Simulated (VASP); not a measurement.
# BaTiO3 (R3m) in VASP: notebook

Runs on BaTiO3. Level: r2SCAN. Tasks: single point.

Everything below comes from runs of VASP 6.6.1. Logs are shortened: lines on timing, memory, paths and dates and some standing lists are left out, and cuts for length are marked.

### 1 The cell of the first run

The structure is trigonal, space group R3m (No. 160). Conventional cell: a = 5.731 Å, b = 5.731 Å, c = 7.077 Å, α = 90.00°, β = 90.00°, γ = 120.00°. Ba (site symmetry 3m) has 12 O at 2.79 to 2.98 Å and 8 Ti at 3.43 to 3.65 Å within 3.7 Å. Within 2.5 Å of Ti (site symmetry 3m) lie 6 O at 1.86 to 2.22 Å. Within 2.5 Å of O (site symmetry m) lie 2 Ti at 1.86 to 2.22 Å.

### 2 Single point, r2SCAN (volume scaled by 1.03, then relaxed in part)

POSCAR reads:

```
BaTiO3
1.0
    2.8654477432      1.6543670259      2.3590016489
   -2.8654477432      1.6543670259      2.3590016489
    0.0000000000     -3.3087340518      2.3590016489
Ba Ti O
1 1 3
Direct
    0.0047927503      0.0047927503      0.0047927503
    0.5198683602      0.5198683602      0.5198683602
    0.4888862753      0.4888862753      0.9762663389
    0.4888862753      0.9762663389      0.4888862753
    0.9762663389      0.4888862753      0.4888862753
```

INCAR.step1 reads:

```
ALGO = Normal
EDIFF = 1E-4
ENCUT = 520
GGA = PE
ISMEAR = 0
LASPH = T
LCHARG = F
LREAL = F
LWAVE = T
NBANDS = 28
NELM = 60
PREC = Accurate
SIGMA = 0.02
```

INCAR.step2 reads:

```
ALGO = Normal
EDIFF = 1E-6
ENCUT = 520
ISIF = 2
ISMEAR = 0
ISTART = 1
LASPH = T
LCHARG = F
LMIXTAU = T
LREAL = F
LWAVE = F
METAGGA = R2SCAN
NBANDS = 28
NELM = 60
PREC = Accurate
SIGMA = 0.02
```

KPOINTS reads:

```
k-points
0
Gamma
  6 6 6
```

Potentials or basis: VASP PAW PBE potentials, release 64 (Ba_sv, Ti_sv, O).

Started as:

```sh
> cat potpaw_PBE.64/Ba_sv/POTCAR potpaw_PBE.64/Ti_sv/POTCAR potpaw_PBE.64/O/POTCAR > POTCAR
> cp INCAR.step1 INCAR
> mpirun -np 1 vasp_std > vasp.out
> cp INCAR.step2 INCAR
> mpirun -np 1 vasp_std > vasp.out
```

OUTCAR:

```text
EDIFF = 1E-6
   ENCUT = 520
   ISIF = 2
   ISMEAR = 0
   ISTART = 1
   LASPH = T
   LREAL = F
   METAGGA = R2SCAN
   NELM = 60
   PREC = Accurate

 ion  position               nearest neighbor table
   1  0.005  0.005  0.005-   4 2.79   5 2.79   3 2.79   3 2.87   3 2.87   4 2.87   5 2.87   5 2.87
                             4 2.87   5 2.98   4 2.98   3 2.98   2 3.43   2 3.48   2 3.48   2 3.48
   2  0.520  0.520  0.520-   4 1.86   5 1.86   3 1.86   4 2.22   5 2.22   3 2.22   1 3.43   1 3.48
                             1 3.48   1 3.48   1 3.55   1 3.55   1 3.55   1 3.65
   3  0.489  0.489  0.976-   2 1.86   2 2.22   1 2.79   1 2.87   1 2.87   1 2.98
   4  0.489  0.976  0.489-   2 1.86   2 2.22   1 2.79   1 2.87   1 2.87   1 2.98
   5  0.976  0.489  0.489-   2 1.86   2 2.22   1 2.79   1 2.87   1 2.87   1 2.98

  LATTYP: Found a trigonal (rhomboedric) cell.
 ALAT       =     4.0635710656
 COS(alpha) =     0.0055126517

  Lattice vectors:

 A1 = (   2.8654477432,   1.6543670259,   2.3590016489)
 A2 = (  -2.8654477432,   1.6543670259,   2.3590016489)
 A3 = (   0.0000000000,  -3.3087340518,   2.3590016489)

Analysis of symmetry for initial positions (statically):
=====================================================================
 Subroutine PRICEL returns:
 Original cell was already a primitive cell.

 Routine SETGRP: Setting up the symmetry group for a
 trigonal (rhombohedral) supercell.

 Subroutine GETGRP returns: Found  6 space group operations
 (whereof  6 operations were pure point group operations)
 out of a pool of 12 trial point group operations.

The static configuration has the point symmetry C_3v.

Analysis of symmetry for dynamics (positions and initial velocities):
=====================================================================
 Subroutine PRICEL returns:
 Original cell was already a primitive cell.

 Routine SETGRP: Setting up the symmetry group for a
 trigonal (rhombohedral) supercell.

 Subroutine GETGRP returns: Found  6 space group operations
 (whereof  6 operations were pure point group operations)
 out of a pool of 12 trial point group operations.

The dynamic configuration has the point symmetry C_3v.

 Subroutine INISYM returns: Found  6 space group operations
 (whereof  6 operations are pure point group operations),
 and found     1 'primitive' translations

----------------------------------------------------------------------------------------

                                     Primitive cell

  volume of cell :      67.0971

  direct lattice vectors                    reciprocal lattice vectors
     2.865447743  1.654367026  2.359001649     0.174492800  0.100743465  0.141302713
    -2.865447743  1.654367026  2.359001649    -0.174492800  0.100743465  0.141302713
     0.000000000 -3.308734052  2.359001649     0.000000000 -0.201486930  0.141302713

  length of vectors
     4.063571066  4.063571066  4.063571066     0.246096403  0.246096403  0.246096403

  position of ions in fractional coordinates (direct lattice)
     0.004792750  0.004792750  0.004792750
     0.519868360  0.519868360  0.519868360
     0.488886275  0.488886275  0.976266339
     0.488886275  0.976266339  0.488886275
     0.976266339  0.488886275  0.488886275

  ion indices of the primitive-cell ions
   primitive index   ion index
                 1           1
                 2           2
                 3           3
                 4           4
                 5           5

----------------------------------------------------------------------------------------

 KPOINTS: k-points

Automatic generation of k-mesh.
 Grid dimensions read from file:
 generate k-points for:    6    6    6

 Generating k-lattice:

  Cartesian coordinates                     Fractional coordinates (reciprocal lattice)
     0.029082133  0.016790578  0.023550452     0.166666667 -0.000000000  0.000000000
    -0.029082133  0.016790578  0.023550452    -0.000000000  0.166666667  0.000000000
     0.000000000 -0.033581155  0.023550452     0.000000000  0.000000000  0.166666667

  Length of vectors
     0.041016067  0.041016067  0.041016067

  Shift w.r.t. Gamma in fractional coordinates (k-lattice)
     0.000000000  0.000000000  0.000000000

 Subroutine IBZKPT returns following result:
 ===========================================

 Found     32 irreducible k-points:

 Following reciprocal coordinates:
            Coordinates               Weight
  0.000000  0.000000  0.000000      1.000000
  0.166667  0.000000 -0.000000      6.000000
  0.333333  0.000000 -0.000000      6.000000
  0.500000  0.000000 -0.000000      3.000000
  0.166667  0.166667 -0.000000      6.000000
  0.333333  0.166667 -0.000000     12.000000
[... 16 lines left out ...]
  0.500000  0.500000  0.166667      6.000000
 -0.333333  0.500000  0.166667     12.000000
 [... further k-points ...]
   k-points           NKPTS =     32   k-points in BZ     NKDIM =     32   number of bands    NBANDS=     28
   number of dos      NEDOS =    301   number of ions     NIONS =      5
   total plane-waves  NPLWV =  27000
   dimension x,y,z NGX =    30 NGY =   30 NGZ =   30
   dimension x,y,z NGXF=    60 NGYF=   60 NGZF=   60
   ions per type =               1   1   3
   NGX,Y,Z   is equivalent  to a cutoff of  12.27, 12.27, 12.27 a.u.
   NGXF,Y,Z  is equivalent  to a cutoff of  24.55, 24.55, 24.55 a.u.
 SYSTEM =  unknown system
   PREC   = accura    normal or accurate (medium, high low for compatibility)
   ISTART =      1    job   : 0-new  1-cont  2-samecut
   ICHARG =      0    charge: 1-file 2-atom 10-const
   ISPIN  =      1    spin polarized calculation?
   LNONCOLLINEAR =      F non collinear calculations
   LSORBIT =      F    spin-orbit coupling
   LASPH  =      T    aspherical Exc in radial PAW
   ENCUT  =  520.0 eV  38.22 Ry    6.18 a.u.   7.56  7.56  7.56*2*pi/ulx,y,z
   NELM   =     60;   NELMIN=  2; NELMDL=  0     # of ELM steps
   EDIFF  = 0.1E-05   stopping-criterion for ELM
   LREAL  =      F    real-space projection
   EDIFFG = 0.1E-04   stopping-criterion for IOM
   NSW    =      0    number of steps for IOM
   IBRION =     -1    ionic relax: 0-MD 1-quasi-New 2-CG
   NFREE  =      0    steps in history (QN), initial steepest desc. (CG)
   ISIF   =      2    stress and relaxation
   ISYM   =      2    0-nonsym 1-usesym 2-fastsym
   POTIM  = 0.5000    time-step for ionic-motion
   TEBEG  =    0.0;   TEEND  =   0.0 temperature during run
   PSTRESS=    0.0 pullay stress
   NELECT =      40.0000    total number of electrons
   NUPDOWN=      -1.0000    fix difference up-down
   EMIN   =  10.00;   EMAX   =-10.00  energy-range for DOS
   EFERMI =   0.00;   METHOD = LEGACY
   ISMEAR =     0;   SIGMA  =   0.02  broadening in eV -4-tet -1-fermi 0-gaus
   EFERMI_NEDOS =   21; number of points for ismear=-14 and -15
   IALGO  =     38    algorithm
   IMIX   =      4    mixing-type and parameters
     AMIX     =   0.40;   BMIX     =  1.00
     AMIX_MAG =   1.60;   BMIX_MAG =  1.00
  volume/ion in A,a.u.               =      13.42        90.56
  Fermi-wavevector in a.u.,A,eV,Ry     =   1.377823  2.603709 25.829262  1.898397
  Thomas-Fermi vector in A             =   2.502941
   LORBIT       =      0    0 simple, 1 ext, 2 COOP (PROOUT), +10 PAW based schemes
   METAGGA = R2SCAN    functional components
   LHFCALC =     F    Hartree Fock is set to
   AEXX    =    0.0000 exact exchange contribution
   IVDW    =     0    specifies the selected vdW correction
   LEPSILON=     F    determine dielectric tensor
   LRPA    =     F    only Hartree local field effects (RPA)
 non-spin polarized calculation
 Gauss-broadening in eV      SIGMA  =   0.02
  energy-cutoff  :      520.00
  volume of cell :       67.10
 maximum number of plane-waves:      1856
   NGX = 15   NGY = 15   NGZ = 15

 number of electron      40.0000022 magnetization

 Free energy of the ion-electron system (eV)
  ---------------------------------------------------
  ext. energy  EPLUGINS =         0.00000000
  ---------------------------------------------------
  free energy    TOTEN  =       -74.26337715 eV

  energy without entropy =      -74.26337715  energy(sigma->0) =      -74.26337715

 E-fermi :   3.1881     XC(G=0): -11.6305

 val. band max:        3.0935102607   @ k =   0.5000   0.5000   0.5000
 cond. band min:       6.1267027730   @ k =   0.0000   0.0000   0.0000
 fundamental gap:      3.0331925123
 Fermi energy:         3.1880559922

 k-point     1 :       0.0000    0.0000    0.0000
  band No.  band energies     occupation
      1     -55.3815      2.00000
      2     -30.5871      2.00000
      3     -30.5871      2.00000
      4     -30.5865      2.00000
      5     -22.4712      2.00000
      6     -14.5684      2.00000
[... 20 lines left out ...]
     27       8.6906      0.00000
     28      10.8649      0.00000

 k-point     2 :       0.1667    0.0000   -0.0000
  band No.  band energies     occupation
      1     -55.3813      2.00000
      2     -30.5989      2.00000
      3     -30.5867      2.00000
      4     -30.5862      2.00000
      5     -22.4466      2.00000
      6     -14.5770      2.00000
[... 20 lines left out ...]
     27       9.1943      0.00000
     28      11.5015      0.00000

 k-point     3 :       0.3333    0.0000   -0.0000
  band No.  band energies     occupation
      1     -55.3808      2.00000
      2     -30.6226      2.00000
      3     -30.5858      2.00000
      4     -30.5854      2.00000
      5     -22.3967      2.00000
      6     -14.6609      2.00000
[... 20 lines left out ...]
     27      10.3750      0.00000
     28      11.9354      0.00000

 k-point     4 :       0.5000    0.0000   -0.0000
  band No.  band energies     occupation
      1     -55.3806      2.00000
      2     -30.6344      2.00000
      3     -30.5854      2.00000
      4     -30.5850      2.00000
      5     -22.3713      2.00000
      6     -14.7228      2.00000
[... 20 lines left out ...]
     27      11.1138      0.00000
     28      11.8738      0.00000

 k-point     5 :       0.1667    0.1667   -0.0000
  band No.  band energies     occupation
      1     -55.3811      2.00000
      2     -30.5984      2.00000
      3     -30.5983      2.00000
      4     -30.5860      2.00000
      5     -22.4245      2.00000
      6     -14.5516      2.00000
[... 20 lines left out ...]
     27       9.6884      0.00000
     28      11.7444      0.00000

 k-point     6 :       0.3333    0.1667   -0.0000
  band No.  band energies     occupation
      1     -55.3806      2.00000
      2     -30.6220      2.00000
      3     -30.5974      2.00000
      4     -30.5852      2.00000
      5     -22.3788      2.00000
      6     -14.5741      2.00000
[... 463 lines left out ...]
      5     -22.3258      2.00000
      6     -14.3267      2.00000
[... 20 lines left out ...]
     27      11.6717      0.00000
     28      12.0016      0.00000

 k-point    22 :      -0.1667    0.3333    0.1667
  band No.  band energies     occupation
      1     -55.3804      2.00000
      2     -30.6215      2.00000
      3     -30.5982      2.00000
      4     -30.5955      2.00000
      5     -22.3610      2.00000
      6     -14.4853      2.00000
[... 20 lines left out ...]
     27      11.0296      0.00000
     28      12.0082      0.00000

 k-point    23 :       0.5000    0.5000    0.1667
  band No.  band energies     occupation
      1     -55.3795      2.00000
      2     -30.6315      2.00000
      3     -30.6308      2.00000
      4     -30.5951      2.00000
      5     -22.2926      2.00000
      6     -14.1222      2.00000
[... 20 lines left out ...]
     27      11.9975      0.00000
     28      12.3985      0.00000

 k-point    24 :      -0.3333    0.5000    0.1667
  band No.  band energies     occupation
      1     -55.3797      2.00000
      2     -30.6318      2.00000
      3     -30.6196      2.00000
      4     -30.5955      2.00000
      5     -22.3083      2.00000
      6     -14.2638      2.00000
[... 20 lines left out ...]
     27      11.6680      0.00000
     28      12.1797      0.00000

 [... further k-points ...]

------------------------ aborting loop because EDIFF is reached ----------------------------------------

  FORCE on cell =-STRESS in cart. coord.  units (eV):
  Direction    XX          YY          ZZ          XY          YZ          ZX
  --------------------------------------------------------------------------------------
  -------------------------------------------------------------------------------------
  Total       -0.5217180     -0.5217180     -0.6038287      0.0000000      0.0000000      0.0000000
  in kB      -12.4578339    -12.4578339    -14.4185143      0.0000000      0.0000000      0.0000000
  external PRESSURE =     -13.1113941 kB  Pullay stress =       0.0000000 kB

 VOLUME and BASIS-vectors are now :
 -----------------------------------------------------------------------------
  energy-cutoff  :      520.00
  volume of cell :       67.10
      direct lattice vectors                 reciprocal lattice vectors
     2.865447743  1.654367026  2.359001649     0.174492800  0.100743465  0.141302713
    -2.865447743  1.654367026  2.359001649    -0.174492800  0.100743465  0.141302713
     0.000000000 -3.308734052  2.359001649     0.000000000 -0.201486930  0.141302713

 POSITION                                       TOTAL-FORCE (eV/Angst)
 -----------------------------------------------------------------------------------
      0.00000      0.00000      0.03392         0.000000      0.000000     -0.036090
      0.00000      0.00000      3.67911         0.000000      0.000000     -0.193651
      0.00000     -1.61261      4.60958         0.000000     -0.085647      0.076580
     -1.39656      0.80631      4.60958        -0.074172      0.042823      0.076580
      1.39656      0.80631      4.60958         0.074172      0.042823      0.076580
 -----------------------------------------------------------------------------------
    total drift:                               -0.000000     -0.000006      0.005349

  FREE ENERGIE OF THE ION-ELECTRON SYSTEM (eV)
  ---------------------------------------------------
  free  energy   TOTEN  =       -74.2633771506 eV

  energy  without entropy=      -74.2633771506  energy(sigma->0) =      -74.26337715
```

Wall time 2.2 min (1 thread of Intel Xeon 6975P-C (Granite Rapids), shared host); peak memory 0.2 GiB.

What came out:

```yaml
Free_energy: -74.2634 eV
Pressure: -1.3 GPa
Largest_force: 0.194 eV/Å
Band_gap_on_the_k_mesh: 3.03 eV, indirect (least direct gap 3.61 eV)
```

Forces on the atoms (eV/Å):
```
Ba   0.000  0.000 -0.036
Ti   0.000  0.000 -0.194
O    0.000 -0.086  0.077
O   -0.074  0.043  0.077
O    0.074  0.043  0.077
```

Stress tensor (GPa, compression positive):
```
-1.25  0.00  0.00
 0.00 -1.25  0.00
 0.00  0.00 -1.44
```

Levels at points of the mesh, in eV from the valence-band top:
| k point | band 18 | band 19 | band 20 | band 21 | band 22 | band 23 |
| --- | --- | --- | --- | --- | --- | --- |
| (0.00, 0.00, 0.00) | -0.71 | -0.57 | -0.57 | 3.03 | 3.03 | 3.20 |
| (0.50, 0.00, 0.00) | -1.50 | -1.08 | -0.93 | 3.18 | 4.14 | 4.29 |
| (0.50, 0.50, 0.00) | -0.93 | -0.85 | -0.09 | 4.23 | 4.26 | 4.56 |
| (0.50, 0.50, 0.50) | -0.03 | -0.03 | 0.00 | 4.58 | 4.82 | 4.82 |

Caveat: the PAW data sets were made with another functional, which shifts forces and pressure a little; spin-orbit coupling is left out, which moves the levels of the heavy elements. A k mesh can miss the band edges.

### 3 Single point, r2SCAN (volume scaled by 1.06, then relaxed in part)

POSCAR reads:

```
BaTiO3
1.0
    2.8900585358      1.6685760736      2.3865393093
   -2.8900585358      1.6685760736      2.3865393093
    0.0000000000     -3.3371521473      2.3865393092
Ba Ti O
1 1 3
Direct
    0.0065653120      0.0065653120      0.0065653120
    0.5229778550      0.5229778550      0.5229778550
    0.4883008497      0.4883008497      0.9725551337
    0.4883008497      0.9725551337      0.4883008497
    0.9725551337      0.4883008497      0.4883008497
```

INCAR.step1 reads:

```
SYSTEM = BaTiO3
  PREC = Accurate
  ENCUT = 520
  ISMEAR = 0
  SIGMA = 0.02
  LREAL = .False.
  LASPH = .True.
  NELM = 100
  NBANDS = 28
  GGA = PE
  ALGO = Normal
  EDIFF = 1E-4
  LWAVE = .True.
  LCHARG = .False.
```

INCAR.step2 reads:

```
SYSTEM = BaTiO3
  PREC = Accurate
  ENCUT = 520
  EDIFF = 1E-7
  ISMEAR = 0
  SIGMA = 0.02
  LREAL = .False.
  LASPH = .True.
  NELM = 100
  ALGO = Normal
  ISIF = 2
  LWAVE = .False.
  LCHARG = .False.
  METAGGA = R2SCAN
  LMIXTAU = .True.
  NBANDS = 28
  ISTART = 1
```

KPOINTS reads:

```
regular mesh
0
Gamma
  6 6 6
  0 0 0
```

Potentials or basis: VASP PAW PBE potentials, release 64 (Ba_sv, Ti_sv, O).

Started as:

```sh
> cat potpaw_PBE.64/Ba_sv/POTCAR potpaw_PBE.64/Ti_sv/POTCAR potpaw_PBE.64/O/POTCAR > POTCAR
> cp INCAR.step1 INCAR
> mpirun -np 1 vasp_std > vasp.out
> cp INCAR.step2 INCAR
> mpirun -np 1 vasp_std > vasp.out
```

It took 98 s on 1 thread of Intel Xeon 6975P-C (Granite Rapids), shared host; peak memory 0.22 GiB.

It converged, with:

```yaml
Free_energy: -74.2233 eV
Pressure: -3.9 GPa
Largest_force: 0.202 eV/Å
Band_gap_on_the_k_mesh: 3.18 eV, indirect (least direct gap 3.77 eV)
```

Forces in eV/Å, atoms in the order of the input:
```
Ba   0.000  0.000 -0.028
Ti   0.000  0.000 -0.202
O    0.000 -0.104  0.076
O   -0.090  0.052  0.076
O    0.090  0.052  0.076
```

Stress tensor (GPa, compression positive):
```
-3.78  0.00  0.00
 0.00 -3.78  0.00
 0.00  0.00 -4.04
```

Levels at points of the mesh, in eV from the valence-band top:
| k point | band 16 | band 17 | band 18 | band 19 | band 20 | band 21 | band 22 | band 23 | band 24 | band 25 |
| --- | --- | --- | --- | --- | --- | --- | --- | --- | --- | --- |
| (0.00, 0.00, 0.00) | -1.42 | -0.95 | -0.81 | -0.67 | -0.67 | 3.20 | 3.20 | 3.38 | 4.93 | 4.93 |
| (0.50, 0.00, 0.00) | -2.02 | -1.56 | -1.43 | -1.14 | -0.95 | 3.33 | 4.14 | 4.33 | 4.89 | 6.22 |
| (0.50, 0.50, 0.00) | -2.51 | -1.60 | -0.94 | -0.84 | -0.09 | 4.23 | 4.28 | 4.56 | 5.23 | 7.78 |
| (0.50, 0.50, 0.50) | -2.41 | -2.33 | -0.05 | -0.05 | 0.00 | 4.50 | 4.80 | 4.80 | 6.85 | 6.85 |

Caveat: the PAW data sets were made with another functional, which shifts forces and pressure a little; spin-orbit coupling is left out, which moves the levels of the heavy elements. A k mesh can miss the band edges.
